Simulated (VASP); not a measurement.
# As in VASP: further runs

Runs on As. Level: PBE+D3(BJ). Tasks: single point.

All numbers are computed with VASP 6.6.1; they aren't measurements. Logs are shortened: lines on timing, memory, paths and dates and some standing lists are left out, and cuts for length are marked.

## (1) The cell of the first run

The cell holds a slab with vacuum, 4 atoms: a = 3.571 Å, b = 3.571 Å, c = 20.295 Å, α = 90.00°, β = 90.00°, γ = 120.00°.

## (2) Single point, PBE+D3(BJ)

INCAR

```
SYSTEM = As
ALGO = Normal ; DIPOL = 0.5 0.5 0.374
EDIFF = 1E-7 ; ENCUT = 520
GGA = PE ; IDIPOL = 3
ISIF = 2 ; ISMEAR = 0
IVDW = 12 ; LASPH = .True.
LCHARG = .False. ; LDIPOL = .True.
LREAL = .False. ; LWAVE = .False.
NBANDS = 18 ; NELM = 60
PREC = Accurate ; SIGMA = 0.05
```

KPOINTS

```
k-points
0
Gamma
  9 9 1
  0 0 0
```

POSCAR

```
As
1.0
    3.5713375816      0.0000000000      0.0000000000
   -1.7856687908      3.0928690711      0.0000000000
    0.0000000000      0.0000000000     20.2952790253
As
4
Direct
    0.3333333333      0.6666666667      0.2905603197
    0.6666666667      0.3333333333      0.2217264416
    0.0000000000      1.3333333333      0.5256983791
    0.3333333333      1.0000000000      0.4568716246
```

Potentials or basis: VASP PAW PBE potentials, release 64 (As).

Started as:

```
cat potpaw_PBE.64/As/POTCAR > POTCAR
mpirun -np 1 vasp_std > vasp.out
```

OUTCAR:

```text
SYSTEM = As
   EDIFF = 1E-7
   ENCUT = 520
   GGA = PE
   ISIF = 2
   ISMEAR = 0
   IVDW = 12
   LASPH = .True.
   LREAL = .False.
   NELM = 60
   PREC = Accurate
 IVDW          = 12

 ion  position               nearest neighbor table
   1  0.333  0.667  0.291-   2 2.49   2 2.49   2 2.49
   2  0.667  0.333  0.222-   1 2.49   1 2.49   1 2.49
   3  0.000  0.333  0.526-   4 2.49   4 2.49   4 2.49
   4  0.333  0.000  0.457-   3 2.49   3 2.49   3 2.49

  LATTYP: Found a hexagonal cell.
 ALAT       =     3.5713375816
 C/A-ratio  =     5.6828229092

  Lattice vectors:

 A1 = (   3.5713375816,   0.0000000000,   0.0000000000)
 A2 = (  -1.7856687908,   3.0928690711,   0.0000000000)
 A3 = (   0.0000000000,   0.0000000000,  20.2952790253)

Analysis of symmetry for initial positions (statically):
=====================================================================
 Subroutine PRICEL returns:
 Original cell was already a primitive cell.

 Routine SETGRP: Setting up the symmetry group for a
 hexagonal supercell.

 Subroutine GETGRP returns: Found  2 space group operations
 (whereof  1 operations were pure point group operations)
 out of a pool of 24 trial point group operations.

The static configuration has the point symmetry C_1 .
 The point group associated with its full space group is S_2 .

Analysis of symmetry for dynamics (positions and initial velocities):
=====================================================================
 Subroutine PRICEL returns:
 Original cell was already a primitive cell.

 Routine SETGRP: Setting up the symmetry group for a
 hexagonal supercell.

 Subroutine GETGRP returns: Found  2 space group operations
 (whereof  1 operations were pure point group operations)
 out of a pool of 24 trial point group operations.

The dynamic configuration has the point symmetry C_1 .
 The point group associated with its full space group is S_2 .

 Subroutine INISYM returns: Found  2 space group operations
 (whereof  1 operations are pure point group operations),
 and found     1 'primitive' translations

----------------------------------------------------------------------------------------

                                     Primitive cell

  volume of cell :     224.1751

  direct lattice vectors                    reciprocal lattice vectors
     3.571337582  0.000000000  0.000000000     0.280007134  0.161662194  0.000000000
    -1.785668791  3.092869071  0.000000000     0.000000000  0.323324388  0.000000000
     0.000000000  0.000000000 20.295279025     0.000000000  0.000000000  0.049272543

  length of vectors
     3.571337582  3.571337582 20.295279025     0.323324388  0.323324388  0.049272543

  position of ions in fractional coordinates (direct lattice)
     0.333333333  0.666666667  0.290560320
     0.666666667  0.333333333  0.221726442
     0.000000000  0.333333333  0.525698379
     0.333333333  0.000000000  0.456871625

  ion indices of the primitive-cell ions
   primitive index   ion index
                 1           1
                 2           2
                 3           3
                 4           4

----------------------------------------------------------------------------------------

 KPOINTS: k-points

Automatic generation of k-mesh.
 Grid dimensions read from file:
 generate k-points for:    9    9    1

 Generating k-lattice:

  Cartesian coordinates                     Fractional coordinates (reciprocal lattice)
     0.031111904  0.017962466  0.000000000     0.111111111 -0.000000000  0.000000000
     0.000000000  0.035924932  0.000000000     0.000000000  0.111111111  0.000000000
     0.000000000  0.000000000  0.049272543     0.000000000  0.000000000  1.000000000

  Length of vectors
     0.035924932  0.035924932  0.049272543

  Shift w.r.t. Gamma in fractional coordinates (k-lattice)
     0.000000000  0.000000000  0.000000000

 Subroutine IBZKPT returns following result:
 ===========================================

 Found     41 irreducible k-points:

 Following reciprocal coordinates:
            Coordinates               Weight
  0.000000  0.000000  0.000000      1.000000
  0.111111 -0.000000  0.000000      2.000000
  0.000000  0.111111  0.000000      2.000000
 -0.111111  0.111111  0.000000      2.000000
  0.222222  0.000000  0.000000      2.000000
  0.000000  0.222222  0.000000      2.000000
[... 16 lines left out ...]
  0.333333  0.111111  0.000000      2.000000
 -0.111111  0.444444  0.000000      2.000000
 [... further k-points ...]
   k-points           NKPTS =     41   k-points in BZ     NKDIM =     41   number of bands    NBANDS=     18
   number of dos      NEDOS =    301   number of ions     NIONS =      4
   total plane-waves  NPLWV = 125440
   dimension x,y,z NGX =    28 NGY =   28 NGZ =  160
   dimension x,y,z NGXF=    56 NGYF=   56 NGZF=  320
   ions per type =               4
   NGX,Y,Z   is equivalent  to a cutoff of  13.03, 13.03, 13.11 a.u.
   NGXF,Y,Z  is equivalent  to a cutoff of  26.07, 26.07, 26.21 a.u.
 SYSTEM =  As
   PREC   = accura    normal or accurate (medium, high low for compatibility)
   ISTART =      0    job   : 0-new  1-cont  2-samecut
   ICHARG =      2    charge: 1-file 2-atom 10-const
   ISPIN  =      1    spin polarized calculation?
   LNONCOLLINEAR =      F non collinear calculations
   LSORBIT =      F    spin-orbit coupling
   LASPH  =      T    aspherical Exc in radial PAW
   ENCUT  =  520.0 eV  38.22 Ry    6.18 a.u.   6.64  6.64 37.74*2*pi/ulx,y,z
   NELM   =     60;   NELMIN=  2; NELMDL= -5     # of ELM steps
   EDIFF  = 0.1E-06   stopping-criterion for ELM
   LREAL  =      F    real-space projection
   EDIFFG = 0.1E-05   stopping-criterion for IOM
   NSW    =      0    number of steps for IOM
   IBRION =     -1    ionic relax: 0-MD 1-quasi-New 2-CG
   NFREE  =      0    steps in history (QN), initial steepest desc. (CG)
   ISIF   =      2    stress and relaxation
   ISYM   =      2    0-nonsym 1-usesym 2-fastsym
   POTIM  = 0.5000    time-step for ionic-motion
   TEBEG  =    0.0;   TEEND  =   0.0 temperature during run
   PSTRESS=    0.0 pullay stress
   NELECT =      20.0000    total number of electrons
   NUPDOWN=      -1.0000    fix difference up-down
   EMIN   =  10.00;   EMAX   =-10.00  energy-range for DOS
   EFERMI =   0.00;   METHOD = LEGACY
   ISMEAR =     0;   SIGMA  =   0.05  broadening in eV -4-tet -1-fermi 0-gaus
   EFERMI_NEDOS =   21; number of points for ismear=-14 and -15
   IALGO  =     38    algorithm
   IMIX   =      4    mixing-type and parameters
     AMIX     =   0.40;   BMIX     =  1.00
     AMIX_MAG =   1.60;   BMIX_MAG =  1.00
  volume/ion in A,a.u.               =      56.04       378.20
  Fermi-wavevector in a.u.,A,eV,Ry     =   0.731513  1.382360  7.280641  0.535112
  Thomas-Fermi vector in A             =   1.823749
   LORBIT       =      0    0 simple, 1 ext, 2 COOP (PROOUT), +10 PAW based schemes
   GGA     = PE    functional components
   LHFCALC =     F    Hartree Fock is set to
   AEXX    =    0.0000 exact exchange contribution
   IVDW    =    12    specifies the selected vdW correction
   LEPSILON=     F    determine dielectric tensor
   LRPA    =     F    only Hartree local field effects (RPA)
 non-spin polarized calculation
 Gauss-broadening in eV      SIGMA  =   0.05
  energy-cutoff  :      520.00
  volume of cell :      224.18
 maximum number of plane-waves:      6099
   NGX = 13   NGY = 13   NGZ = 75

 number of electron      20.0000002 magnetization

 dipolmoment           0.000000      0.000000     -0.000837 electrons x Angstroem

 Free energy of the ion-electron system (eV)
  ---------------------------------------------------
  ext. energy  EPLUGINS =         0.00000000
  ---------------------------------------------------
  free energy    TOTEN  =       -18.60656030 eV

  energy without entropy =      -18.60656030  energy(sigma->0) =      -18.60656030

 E-fermi :  -1.0791     XC(G=0):  -4.6681

 val. band max:       -1.2945345378   @ k =   0.1111   0.1111   0.0000
 cond. band min:      -0.3173269434   @ k =   0.3333   0.0000   0.0000
 fundamental gap:      0.9772075944
 Fermi energy:        -1.0791169600

 k-point     1 :       0.0000    0.0000    0.0000
  band No.  band energies     occupation
      1     -15.2605      2.00000
      2     -15.1739      2.00000
      3      -9.1379      2.00000
      4      -8.5484      2.00000
      5      -2.8966      2.00000
      6      -1.5587      2.00000
[... 10 lines left out ...]
     17       3.2774      0.00000
     18       3.5454      0.00000

 k-point     2 :       0.1111   -0.0000    0.0000
  band No.  band energies     occupation
      1     -15.0927      2.00000
      2     -15.0059      2.00000
      3      -9.0916      2.00000
      4      -8.5358      2.00000
      5      -3.1041      2.00000
      6      -2.8634      2.00000
[... 10 lines left out ...]
     17       3.5044      0.00000
     18       3.7549      0.00000

 k-point     3 :       0.0000    0.1111    0.0000
  band No.  band energies     occupation
      1     -15.0923      2.00000
      2     -15.0061      2.00000
      3      -9.0884      2.00000
      4      -8.5391      2.00000
      5      -3.1067      2.00000
      6      -2.8812      2.00000
[... 10 lines left out ...]
     17       3.5045      0.00000
     18       3.7556      0.00000

 k-point     4 :      -0.1111    0.1111    0.0000
  band No.  band energies     occupation
      1     -15.0925      2.00000
      2     -15.0061      2.00000
      3      -9.0873      2.00000
      4      -8.5400      2.00000
      5      -3.1085      2.00000
      6      -2.8974      2.00000
[... 375 lines left out ...]
      4      -9.0309      2.00000
      5      -5.2523      2.00000
      6      -4.8357      2.00000
[... 10 lines left out ...]
     17       4.5326      0.00000
     18       4.7499      0.00000

 k-point    23 :       0.3333    0.1111    0.0000
  band No.  band energies     occupation
      1     -13.2472      2.00000
      2     -13.1594      2.00000
      3     -10.1568      2.00000
      4     -10.0073      2.00000
      5      -5.4452      2.00000
      6      -5.0734      2.00000
[... 10 lines left out ...]
     17       5.0260      0.00000
     18       5.4720      0.00000

 k-point    24 :      -0.1111    0.4444    0.0000
  band No.  band energies     occupation
      1     -13.2372      2.00000
      2     -13.1680      2.00000
      3     -10.1515      2.00000
      4     -10.0123      2.00000
      5      -5.4434      2.00000
      6      -5.0598      2.00000
[... 10 lines left out ...]
     17       5.0842      0.00000
     18       5.4912      0.00000

 [... further k-points ...]

------------------------ aborting loop because EDIFF is reached ----------------------------------------

 vacuum level on the upper side and lower side of the slab       (xc-potential included)        -0.112        -0.097

 Edisp (eV)   -1.07630

 E8    (eV) :    -0.4696

  FORCE on cell =-STRESS in cart. coord.  units (eV):
  Direction    XX          YY          ZZ          XY          YZ          ZX
  --------------------------------------------------------------------------------------
  -------------------------------------------------------------------------------------
  Total       0.35894     0.25569     0.23468    -0.12316     0.30207    -0.11684
  in kB       2.56532     1.82742     1.67723    -0.88023     2.15890    -0.83504
  external pressure =        2.02 kB  Pullay stress =        0.00 kB

 VOLUME and BASIS-vectors are now :
 -----------------------------------------------------------------------------
  energy-cutoff  :      520.00
  volume of cell :      224.18
      direct lattice vectors                 reciprocal lattice vectors
     3.571337582  0.000000000  0.000000000     0.280007134  0.161662194  0.000000000
    -1.785668791  3.092869071  0.000000000     0.000000000  0.323324388  0.000000000
     0.000000000  0.000000000 20.295279025     0.000000000  0.000000000  0.049272543

 POSITION                                       TOTAL-FORCE (eV/Angst)
 -----------------------------------------------------------------------------------
     -0.00000      2.06191      5.89700         0.017776     -0.038581      0.089753
      1.78567      1.03096      4.50000         0.009202     -0.027743     -0.089375
     -0.59522      1.03096     10.66920        -0.009202      0.027743      0.089375
      1.19045      0.00000      9.27234        -0.017776      0.038581     -0.089753
 -----------------------------------------------------------------------------------
    total drift:                               -0.000113      0.000165     -0.062949

  FREE ENERGIE OF THE ION-ELECTRON SYSTEM (eV)
  ---------------------------------------------------
  free  energy   TOTEN  =       -19.6828606429 eV

  energy  without entropy=      -19.6828606429  energy(sigma->0) =      -19.68286064

 vacuum level on the upper side and lower side of the slab         3.703         3.720
```

Wall time 2.2 min (1 thread of Intel Xeon 6975P-C (Granite Rapids), shared host); peak memory 0.4 GiB.

Results:

```
Free energy                : -19.6829 eV
Largest force              : 0.099 eV/Å
Band gap on the k mesh     : 0.98 eV, indirect (least direct gap 1.55 eV)
Dispersion energy per atom : -0.269 eV
```

Forces in eV/Å, atoms in the order of the input:
```
As   0.018 -0.039  0.090
As   0.009 -0.028 -0.089
As  -0.009  0.028  0.089
As  -0.018  0.039 -0.090
```

## (3) Single point, PBE+D3(BJ)

INCAR

```
SYSTEM = As
  PREC = Accurate
  ENCUT = 520
  EDIFF = 1E-6
  ISMEAR = 0
  SIGMA = 0.05
  LREAL = .False.
  LASPH = .True.
  NELM = 80
  ALGO = Normal
  ISIF = 2
  LWAVE = .False.
  LCHARG = .False.
  LDIPOL = .True.
  IDIPOL = 3
  DIPOL = 0.5 0.5 0.381
  GGA = PE
  IVDW = 12
  NBANDS = 18
```

KPOINTS

```
regular mesh
0
Gamma
  9 9 1
  0 0 0
```

POSCAR

```
As
1.0
    3.5713375816      0.0000000000      0.0000000000
   -1.7856687908      3.0928690711      0.0000000000
    0.0000000000      0.0000000000     20.2952790253
As
4
Direct
    0.3333333333      0.6666666667      0.2906000762
    0.6666666667      0.3333333333      0.2217264416
    0.0000000000      1.1666666667      0.5408525514
    0.3333333333      0.8333333333      0.4719783286
```

Potentials or basis: VASP PAW PBE potentials, release 64 (As).

Started as:

```
cat potpaw_PBE.64/As/POTCAR > POTCAR
mpirun -np 1 vasp_std > vasp.out
```

Wall time 2.3 min (1 thread of Intel Xeon 6975P-C (Granite Rapids), shared host); peak memory 0.38 GiB.

Results (log left out):

- Free energy: -19.6515 eV
- Largest force: 0.094 eV/Å
- Band gap on the k mesh: 1.19 eV, indirect (least direct gap 1.69 eV)
- Dispersion energy per atom: -0.259 eV

Forces in eV/Å, atoms in the order of the input:
```
As   0.009 -0.017  0.092
As   0.006 -0.012 -0.092
As  -0.006  0.012  0.092
As  -0.009  0.017 -0.092
```

Levels at points of the mesh, in eV from the valence-band top:
| k point | band 7 | band 8 | band 9 | band 10 | band 11 | band 12 | band 13 | band 14 |
| --- | --- | --- | --- | --- | --- | --- | --- | --- |
| (0.00, 0.00, 0.00) | -0.10 | -0.09 | -0.08 | -0.07 | 1.83 | 2.28 | 3.39 | 3.41 |
